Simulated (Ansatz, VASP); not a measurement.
## TiC: VASP beside Ansatz

INCAR

```
SYSTEM = TiC
PREC = Accurate ; ENCUT = 520
EDIFF = 1E-6 ; ISMEAR = 0
SIGMA = 0.15 ; LREAL = .FALSE.
LASPH = .TRUE. ; NELM = 60
ALGO = Normal ; ISIF = 2
LWAVE = .FALSE. ; LCHARG = .FALSE.
GGA = PS ; NBANDS = 15
```

Contents of KPOINTS:

```
regular mesh
0
G
  24 24 24
  0 0 0
```

The input POSCAR:

```
TiC
1.0
    0.0000000000      2.0393512101      2.0393512101
    2.0393512101      0.0000000000      2.0393512101
    2.0393512101      2.0393512101      0.0000000000
Ti C
1 1
Direct
    0.0000000000      0.0000000000      0.0000000000
    0.5000000000      0.5000000000      0.5000000000
```

Input for Ansatz:

```yaml
crystal:
  lattice:
    - [0.0, 2.0393512101, 2.0393512101]
    - [2.0393512101, 0.0, 2.0393512101]
    - [2.0393512101, 2.0393512101, 0.0]
  atoms:
    - { symbol: Ti, position: [0.0, 0.0, 0.0] }
    - { symbol: C, position: [0.5, 0.5, 0.5] }
basis:
  ecutwfc: 420
kpoints:
  mp_grid: { grid: [24, 24, 24] }
hamiltonian:
  xc: pbesol
scf:
  occupations: { method: gaussian, width: 0.15 }
output:
  forces: true
  stress: true
  eigenvalues: true
```

Change from the starting cell: strain -0.050 along x and y, -0.050 along z, atoms carried along.

Alike in both runs: task single point; functional PBEsol; k mesh 24 × 24 × 24; occupations gaussian, width 0.15 eV; no spin polarisation.

```csv
,VASP,Ansatz
version,VASP 6.6.1,Ansatz 0.2.0
potentials or method,"VASP PAW PBE potentials, release 64 (Ti_sv, C), cutoff 520 eV","scalar-relativistic, plane waves, PAW"
valence electrons in the cell,16,16
```

Ansatz gave:

- gap on the k mesh at the Fermi level (eV): none
- pressure (GPa): 55.7

Question: What did VASP give for the same quantities?

Answer: gap on the k mesh at the Fermi level (eV): none; pressure (GPa): 55.8.

VASP's potentials were made for PBE, not for PBEsol. A gap of «none» marks a metal or a gap that the smearing closes. Both programs put the cell under a high pressure, so it lies far from rest at this level.
